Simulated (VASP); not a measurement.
# H (Cmce) in VASP: notebook

The runs below take H through single point, with r2SCAN.

Everything below comes from runs of VASP 6.6.1. Logs are shortened: lines on timing, memory, paths and dates and some standing lists are left out, and cuts for length are marked.

## (1) The cell of the first run

It takes space group Cmce (No. 64, orthorhombic). Conventional cell: a = 5.247 Å, b = 5.134 Å, c = 4.142 Å, α = 90.00°, β = 90.00°, γ = 90.00°. H (site symmetry m) has 1 H at 0.74 Å within 1.0 Å.

## (2) Single point, r2SCAN

Input file POSCAR:

```
H
1.0
    2.6234813799     -2.5669048168      0.0000000000
    2.6234813799      2.5669048168      0.0000000000
    0.0000000000      0.0000000000      4.1418180000
H
4
Direct
    0.9532956300      0.0467043700      0.0685088900
    0.4532956300      0.5467043700      0.4314911100
    0.5467043700      0.4532956300      0.5685088900
    0.0467043700      0.9532956300      0.9314911100
```

Input file INCAR.step1:

```
SYSTEM = H
  ALGO = Normal
  EDIFF = 1E-4
  ENCUT = 520
  GGA = PE
  ISMEAR = 0
  LASPH = .True.
  LCHARG = .False.
  LREAL = .False.
  LWAVE = .True.
  NBANDS = 10
  NELM = 80
  PREC = Accurate
  SIGMA = 0.02
```

Input file INCAR.step2:

```
SYSTEM = H
  ALGO = Normal
  EDIFF = 1E-6
  ENCUT = 520
  ISIF = 2
  ISMEAR = 0
  ISTART = 1
  LASPH = .True.
  LCHARG = .False.
  LMIXTAU = .True.
  LREAL = .False.
  LWAVE = .False.
  METAGGA = R2SCAN
  NBANDS = 10
  NELM = 80
  PREC = Accurate
  SIGMA = 0.02
```

Input file KPOINTS:

```
k-points
0
Gamma
  1 1 1
  0 0 0
```

Potentials or basis: VASP PAW PBE potentials, release 64 (H).

The run is started by

```sh
cat potpaw_PBE.64/H/POTCAR > POTCAR
cp INCAR.step1 INCAR
mpirun -np 1 vasp_gam > vasp.out
cp INCAR.step2 INCAR
mpirun -np 1 vasp_gam > vasp.out
```

OUTCAR:

```text
SYSTEM = H
   EDIFF = 1E-6
   ENCUT = 520
   ISIF = 2
   ISMEAR = 0
   ISTART = 1
   LASPH = .True.
   LREAL = .False.
   METAGGA = R2SCAN
   NELM = 80
   PREC = Accurate

 ion  position               nearest neighbor table
   1  0.953  0.047  0.069-   4 0.74
   2  0.453  0.547  0.431-   3 0.74
   3  0.547  0.453  0.569-   2 0.74
   4  0.047  0.953  0.931-   1 0.74

  LATTYP: Found a base centered orthorhombic cell.
 ALAT       =     5.1338096336
 B/A-ratio  =     1.0220407717
 C/A-ratio  =     0.8067728053

  Lattice vectors:

 A1 = (  -2.6234813799,  -2.5669048168,   0.0000000000)
 A2 = (   2.6234813799,  -2.5669048168,   0.0000000000)
 A3 = (   0.0000000000,   0.0000000000,   4.1418180000)

Analysis of symmetry for initial positions (statically):
=====================================================================
 Subroutine PRICEL returns:
 Original cell was already a primitive cell.

 Routine SETGRP: Setting up the symmetry group for a
 base centered orthorhombic supercell.

 Subroutine GETGRP returns: Found  8 space group operations
 (whereof  4 operations were pure point group operations)
 out of a pool of  8 trial point group operations.

The static configuration has the point symmetry C_2h.
 The point group associated with its full space group is D_2h.

Analysis of symmetry for dynamics (positions and initial velocities):
=====================================================================
 Subroutine PRICEL returns:
 Original cell was already a primitive cell.

 Routine SETGRP: Setting up the symmetry group for a
 base centered orthorhombic supercell.

 Subroutine GETGRP returns: Found  8 space group operations
 (whereof  4 operations were pure point group operations)
 out of a pool of  8 trial point group operations.

The dynamic configuration has the point symmetry C_2h.
 The point group associated with its full space group is D_2h.

 Subroutine INISYM returns: Found  8 space group operations
 (whereof  4 operations are pure point group operations),
 and found     1 'primitive' translations

----------------------------------------------------------------------------------------

                                     Primitive cell

  volume of cell :      55.7839

  direct lattice vectors                    reciprocal lattice vectors
     2.623481380 -2.566904817  0.000000000     0.190586449 -0.194787121  0.000000000
     2.623481380  2.566904817  0.000000000     0.190586449  0.194787121  0.000000000
     0.000000000  0.000000000  4.141818000     0.000000000  0.000000000  0.241439870

  length of vectors
     3.670375306  3.670375306  4.141818000     0.272516453  0.272516453  0.241439870

  position of ions in fractional coordinates (direct lattice)
     0.953295630  0.046704370  0.068508890
     0.453295630  0.546704370  0.431491110
     0.546704370  0.453295630  0.568508890
     0.046704370  0.953295630  0.931491110

  ion indices of the primitive-cell ions
   primitive index   ion index
                 1           1
                 2           2
                 3           3
                 4           4

----------------------------------------------------------------------------------------

 KPOINTS: k-points

Automatic generation of k-mesh.
 Grid dimensions read from file:
 generate k-points for:    1    1    1

 Generating k-lattice:

  Cartesian coordinates                     Fractional coordinates (reciprocal lattice)
     0.190586449 -0.194787121  0.000000000     1.000000000 -0.000000000  0.000000000
     0.190586449  0.194787121  0.000000000    -0.000000000  1.000000000  0.000000000
     0.000000000  0.000000000  0.241439870     0.000000000  0.000000000  1.000000000

  Length of vectors
     0.272516453  0.272516453  0.241439870

  Shift w.r.t. Gamma in fractional coordinates (k-lattice)
     0.000000000  0.000000000  0.000000000

 Subroutine IBZKPT returns following result:
 ===========================================

 Found      1 irreducible k-points:

 Following reciprocal coordinates:
            Coordinates               Weight
  0.000000  0.000000  0.000000      1.000000
   k-points           NKPTS =      1   k-points in BZ     NKDIM =      1   number of bands    NBANDS=     10
   number of dos      NEDOS =    301   number of ions     NIONS =      4
   total plane-waves  NPLWV =  25088
   dimension x,y,z NGX =    28 NGY =   28 NGZ =   32
   dimension x,y,z NGXF=    56 NGYF=   56 NGZF=   64
   ions per type =               4
   NGX,Y,Z   is equivalent  to a cutoff of  12.68, 12.68, 12.84 a.u.
   NGXF,Y,Z  is equivalent  to a cutoff of  25.36, 25.36, 25.69 a.u.
 SYSTEM =  H
   PREC   = accura    normal or accurate (medium, high low for compatibility)
   ISTART =      1    job   : 0-new  1-cont  2-samecut
   ICHARG =      0    charge: 1-file 2-atom 10-const
   ISPIN  =      1    spin polarized calculation?
   LNONCOLLINEAR =      F non collinear calculations
   LSORBIT =      F    spin-orbit coupling
   LASPH  =      T    aspherical Exc in radial PAW
   ENCUT  =  520.0 eV  38.22 Ry    6.18 a.u.   6.82  6.82  7.70*2*pi/ulx,y,z
   NELM   =     80;   NELMIN=  2; NELMDL=  0     # of ELM steps
   EDIFF  = 0.1E-05   stopping-criterion for ELM
   LREAL  =      F    real-space projection
   EDIFFG = 0.1E-04   stopping-criterion for IOM
   NSW    =      0    number of steps for IOM
   IBRION =     -1    ionic relax: 0-MD 1-quasi-New 2-CG
   NFREE  =      0    steps in history (QN), initial steepest desc. (CG)
   ISIF   =      2    stress and relaxation
   ISYM   =      2    0-nonsym 1-usesym 2-fastsym
   POTIM  = 0.5000    time-step for ionic-motion
   TEBEG  =    0.0;   TEEND  =   0.0 temperature during run
   PSTRESS=    0.0 pullay stress
   NELECT =       4.0000    total number of electrons
   NUPDOWN=      -1.0000    fix difference up-down
   EMIN   =  10.00;   EMAX   =-10.00  energy-range for DOS
   EFERMI =   0.00;   METHOD = LEGACY
   ISMEAR =     0;   SIGMA  =   0.02  broadening in eV -4-tet -1-fermi 0-gaus
   EFERMI_NEDOS =   21; number of points for ismear=-14 and -15
   IALGO  =     38    algorithm
   IMIX   =      4    mixing-type and parameters
     AMIX     =   0.40;   BMIX     =  1.00
     AMIX_MAG =   1.60;   BMIX_MAG =  1.00
  volume/ion in A,a.u.               =      13.95        94.11
  Fermi-wavevector in a.u.,A,eV,Ry     =   0.680130  1.285259  6.293739  0.462577
  Thomas-Fermi vector in A             =   1.758530
   LORBIT       =      0    0 simple, 1 ext, 2 COOP (PROOUT), +10 PAW based schemes
   METAGGA = R2SCAN    functional components
   LHFCALC =     F    Hartree Fock is set to
   AEXX    =    0.0000 exact exchange contribution
   IVDW    =     0    specifies the selected vdW correction
   LEPSILON=     F    determine dielectric tensor
   LRPA    =     F    only Hartree local field effects (RPA)
 non-spin polarized calculation
 Gauss-broadening in eV      SIGMA  =   0.02
  energy-cutoff  :      520.00
  volume of cell :       55.78
 maximum number of plane-waves:       752
 NGX is ok and might be reduce to    28
   NGX = 13   NGY = 13   NGZ = 15

 number of electron       4.0000002 magnetization

 Free energy of the ion-electron system (eV)
  ---------------------------------------------------
  ext. energy  EPLUGINS =         0.00000000
  ---------------------------------------------------
  free energy    TOTEN  =       -14.67850785 eV

  energy without entropy =      -14.67850785  energy(sigma->0) =      -14.67850785

 E-fermi :  -9.1897     XC(G=0):  -5.0836

 val. band max:       -9.3051674761   @ k =   0.0000   0.0000   0.0000
 cond. band min:       3.1846601498   @ k =   0.0000   0.0000   0.0000
 fundamental gap:     12.4898276259
 Fermi energy:        -9.1897179643

 k-point     1 :       0.0000    0.0000    0.0000
  band No.  band energies     occupation
      1     -11.0852      2.00000
      2      -9.3052      2.00000
      3       3.1847      0.00000
      4       4.4775      0.00000
      5       4.9352      0.00000
      6       7.2482      0.00000
      7       7.3422      0.00000
      8       8.9254      0.00000
      9      10.9706      0.00000
     10      11.7752      0.00000

------------------------ aborting loop because EDIFF is reached ----------------------------------------

  FORCE on cell =-STRESS in cart. coord.  units (eV):
  Direction    XX          YY          ZZ          XY          YZ          ZX
  --------------------------------------------------------------------------------------
  -------------------------------------------------------------------------------------
  Total       -2.3281502     -1.6518011      0.0376730      0.0000000     -0.0000000      0.0000000
  in kB      -66.8671501    -47.4416263      1.0820107      0.0000000     -0.0000000      0.0000000
  external PRESSURE =     -37.7422552 kB  Pullay stress =       0.0000000 kB

 VOLUME and BASIS-vectors are now :
 -----------------------------------------------------------------------------
  energy-cutoff  :      520.00
  volume of cell :       55.78
      direct lattice vectors                 reciprocal lattice vectors
     2.623481380 -2.566904817  0.000000000     0.190586449 -0.194787121  0.000000000
     2.623481380  2.566904817  0.000000000     0.190586449  0.194787121  0.000000000
     0.000000000  0.000000000  4.141818000     0.000000000  0.000000000  0.241439870

 POSITION                                       TOTAL-FORCE (eV/Angst)
 -----------------------------------------------------------------------------------
      2.62348     -2.32713      0.28375         0.000000      0.350679      0.310670
      2.62348      0.23977      1.78716         0.000000      0.350679     -0.310670
      2.62348     -0.23977      2.35466         0.000000     -0.350679      0.310670
      2.62348      2.32713      3.85807         0.000000     -0.350679     -0.310670
 -----------------------------------------------------------------------------------
    total drift:                                0.000000     -0.000000      0.000000

  FREE ENERGIE OF THE ION-ELECTRON SYSTEM (eV)
  ---------------------------------------------------
  free  energy   TOTEN  =       -14.6785078504 eV

  energy  without entropy=      -14.6785078504  energy(sigma->0) =      -14.67850785
```

Wall time 14 s (1 thread of Intel Xeon Platinum 8559C (Emerald Rapids), shared host); peak memory 0.15 GiB.

Results:

```yaml
Free_energy: -14.6785 eV
Pressure: -3.8 GPa
Largest_force: 0.468 eV/Å
Band_gap_on_the_k_mesh: 12.49 eV
```

Forces on the atoms (eV/Å):
```
H    0.000  0.351  0.311
H    0.000  0.351 -0.311
H    0.000 -0.351  0.311
H    0.000 -0.351 -0.311
```

Stress tensor (GPa, compression positive):
```
-6.69  0.00  0.00
 0.00 -4.74  0.00
 0.00  0.00  0.11
```

Caveat: the k points lie up to 1.71 Å⁻¹ apart; the PAW data sets were made with another functional, which shifts forces and pressure a little. A k mesh can miss the band edges.

## (3) Single point, r2SCAN

POSCAR is that of step 2.

Input file INCAR.step1:

```
SYSTEM = H
ALGO = Normal
EDIFF = 1E-4
ENCUT = 520
GGA = PE
ISMEAR = 0
LASPH = .True.
LCHARG = .False.
LREAL = .False.
LWAVE = .True.
NBANDS = 10
NELM = 60
PREC = Accurate
SIGMA = 0.02
```

Input file INCAR.step2:

```
SYSTEM = H
ALGO = Normal
EDIFF = 1E-6
ENCUT = 520
ISIF = 2
ISMEAR = 0
ISTART = 1
LASPH = .True.
LCHARG = .False.
LMIXTAU = .True.
LREAL = .False.
LWAVE = .False.
METAGGA = R2SCAN
NBANDS = 10
NELM = 60
PREC = Accurate
SIGMA = 0.02
```

Input file KPOINTS:

```
k-points
0
Gamma
  2 2 2
  0 0 0
```

Potentials or basis: VASP PAW PBE potentials, release 64 (H).

The run is started by

```sh
cat potpaw_PBE.64/H/POTCAR > POTCAR
cp INCAR.step1 INCAR
mpirun -np 1 vasp_std > vasp.out
cp INCAR.step2 INCAR
mpirun -np 1 vasp_std > vasp.out
```

It took 16 s on 1 thread of Intel Xeon Platinum 8559C (Emerald Rapids), shared host; peak memory 0.15 GiB.

Results (log left out):

| Item | Value |
| --- | --- |
| Free energy | -13.8034 eV |
| Pressure | -0.1 GPa |
| Largest force | 0.041 eV/Å |
| Band gap on the k mesh | 10.10 eV, indirect (least direct gap 10.71 eV) |

Forces in eV/Å, atoms in the order of the input:
```
H    0.000 -0.028 -0.030
H    0.000 -0.028  0.030
H    0.000  0.028 -0.030
H    0.000  0.028  0.030
```

Stress tensor (GPa, compression positive):
```
 0.03  0.00  0.00
 0.00 -0.10  0.00
 0.00  0.00 -0.21
```

Levels at points of the mesh, in eV from the valence-band top:
```tsv
k point	band 1	band 2	band 3	band 4	band 5
(0.00, 0.00, 0.00)	-1.78	0.00	12.26	13.82	14.04
(0.50, 0.00, 0.00)	-0.75	-0.75	11.75	11.75	14.87
(0.50, 0.50, 0.00)	-0.59	-0.42	10.44	11.36	15.01
(0.00, 0.00, 0.50)	-0.89	-0.89	11.39	11.39	16.69
(0.50, 0.00, 0.50)	-0.62	-0.62	10.10	10.10	17.24
(0.50, 0.50, 0.50)	-0.41	-0.41	11.85	11.85	13.60
```

Caveat: the k points lie up to 0.86 Å⁻¹ apart; the PAW data sets were made with another functional, which shifts forces and pressure a little.

## (4) Single point, r2SCAN

POSCAR is that of step 3.

INCAR.step1 is that of step 3.

INCAR.step2 is that of step 3.

Input file KPOINTS:

```
k-points
0
Gamma
  4 4 4
  0 0 0
```

The run is started by

```sh
cat potpaw_PBE.64/H/POTCAR > POTCAR
cp INCAR.step1 INCAR
mpirun -np 1 vasp_std > vasp.out
cp INCAR.step2 INCAR
mpirun -np 1 vasp_std > vasp.out
```

Run time: 34 s. Hardware: 1 thread of Intel Xeon Platinum 8559C (Emerald Rapids), shared host; peak memory 0.16 GiB.

It converged, with:

- Free energy: -13.8123 eV
- Pressure: -0.2 GPa
- Largest force: 0.026 eV/Å
- Band gap on the k mesh: 10.10 eV, indirect (least direct gap 10.71 eV)

Forces on the atoms (eV/Å):
```
H    0.000 -0.017 -0.020
H    0.000 -0.017  0.020
H    0.000  0.017 -0.020
H    0.000  0.017  0.020
```

Levels at points of the mesh, in eV from the valence-band top:
```
           k point  band 1  band 2  band 3  band 4  band 5  band 6  band 7
(0.00, 0.00, 0.00)   -1.78    0.00   12.27   13.82   14.05   16.34   16.65
(0.50, 0.00, 0.00)   -0.75   -0.75   11.75   11.75   14.87   14.87   18.45
(0.50, 0.50, 0.00)   -0.59   -0.42   10.44   11.36   15.01   16.66   16.75
(0.00, 0.00, 0.50)   -0.89   -0.89   11.39   11.39   16.69   16.69   18.48
(0.50, 0.00, 0.50)   -0.62   -0.62   10.10   10.10   17.24   17.24   17.96
(0.50, 0.50, 0.50)   -0.41   -0.41   11.86   11.86   13.60   13.60   13.77
```

Caveat: the k points lie up to 0.43 Å⁻¹ apart; the PAW data sets were made with another functional, which shifts forces and pressure a little.

## (5) Single point, r2SCAN

POSCAR is that of step 4.

Input file INCAR.step1:

```
PREC = Accurate ; ENCUT = 520
ISMEAR = 0 ; SIGMA = 0.02
LREAL = F ; LASPH = T
NELM = 60 ; NBANDS = 10
GGA = PE ; ALGO = Normal
EDIFF = 1E-4 ; LWAVE = T
LCHARG = F
```

Input file INCAR.step2:

```
PREC = Accurate ; ENCUT = 520
EDIFF = 1E-7 ; ISMEAR = 0
SIGMA = 0.02 ; LREAL = F
LASPH = T ; NELM = 60
ALGO = Normal ; ISIF = 2
LWAVE = F ; LCHARG = F
METAGGA = R2SCAN ; LMIXTAU = T
NBANDS = 10 ; ISTART = 1
```

Input file KPOINTS:

```
regular mesh
0
Gamma
  6 6 4
```

The run is started by

```sh
cat potpaw_PBE.64/H/POTCAR > POTCAR
cp INCAR.step1 INCAR
mpirun -np 1 vasp_std > vasp.out
cp INCAR.step2 INCAR
mpirun -np 1 vasp_std > vasp.out
```

It took 54 s on 1 thread of Intel Xeon Platinum 8559C (Emerald Rapids), shared host; peak memory 0.17 GiB.

It converged, with:

```yaml
Free_energy: -13.8123 eV
Pressure: -0.2 GPa
Largest_force: 0.026 eV/Å
Band_gap_on_the_k_mesh: 10.10 eV, indirect (least direct gap 10.71 eV)
```

Forces on the atoms (eV/Å):
```
H    0.000 -0.017 -0.020
H    0.000 -0.017  0.020
H    0.000  0.017 -0.020
H    0.000  0.017  0.020
```

Levels at points of the mesh, in eV from the valence-band top:
```
           k point  band 1  band 2  band 3  band 4  band 5  band 6
(0.00, 0.00, 0.00)   -1.78    0.00   12.27   13.82   14.05   16.34
(0.50, 0.00, 0.00)   -0.75   -0.75   11.75   11.75   14.87   14.87
(0.50, 0.50, 0.00)   -0.59   -0.42   10.44   11.36   15.01   16.66
(0.00, 0.00, 0.50)   -0.89   -0.89   11.39   11.39   16.69   16.69
(0.50, 0.00, 0.50)   -0.62   -0.62   10.10   10.10   17.24   17.24
(0.50, 0.50, 0.50)   -0.41   -0.41   11.86   11.86   13.60   13.60
```

Caveat: the PAW data sets were made with another functional, which shifts forces and pressure a little.

## (6) Summary

```tsv
k mesh	gap on the mesh (eV)	pressure (GPa)	largest force (eV/Å)
1 × 1 × 1	12.49	-3.8	0.47
2 × 2 × 2	10.10	-0.1	0.04
4 × 4 × 4	10.10	-0.2	0.03
6 × 6 × 4	10.10	-0.2	0.03
```

Alike in all rows: task single point; level r2SCAN; potentials or basis VASP PAW PBE potentials, release 64 (H); no spin polarisation; cell as given; cutoff (eV) 520; smearing gaussian 0.02 eV.

Caveats: some runs use coarse meshes; the PAW data sets were made with another functional, which shifts forces and pressure a little.

Total energies depend on the potentials used, so only differences within one code and one set of settings carry meaning.
